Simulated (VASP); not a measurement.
Here is a VASP 6.6.1 calculation.

File INCAR:

```
SYSTEM = TiC
PREC = Accurate
ENCUT = 520
EDIFF = 1E-7
ISMEAR = -1
SIGMA = 0.05
LREAL = .False.
LASPH = .True.
NELM = 80
ALGO = Normal
ISIF = 2
LWAVE = .False.
LCHARG = .False.
GGA = PE
ALDAC = 0.0
AGGAC = 0.0
NBANDS = 15
```

KPOINTS

```
regular mesh
0
Gamma
  11 11 11
  0 0 0
```

Contents of POSCAR:

```
TiC
1.0
    0.0000000000      2.1657188437      2.1657188437
    2.1657188437      0.0000000000      2.1657188437
    2.1657188437      2.1657188437      0.0000000000
Ti C
1 1
Direct
    0.0000000000      0.0000000000      0.0000000000
    0.5000000000      0.5000000000      0.5000000000
```

Potentials or basis: VASP PAW PBE potentials, release 64 (Ti_sv, C).

Launch:

```sh
$ cat potpaw_PBE.64/Ti_sv/POTCAR potpaw_PBE.64/C/POTCAR > POTCAR
$ mpirun -np 1 vasp_std > vasp.out
```

Problem. Predict the band gap on the k mesh.

Solution. Zero (band 8 reaches 11.76 eV, above the bottom of band 9 at 10.64 eV).

Problem. What does it give for the pressure?

Solution. 24.1 GPa.
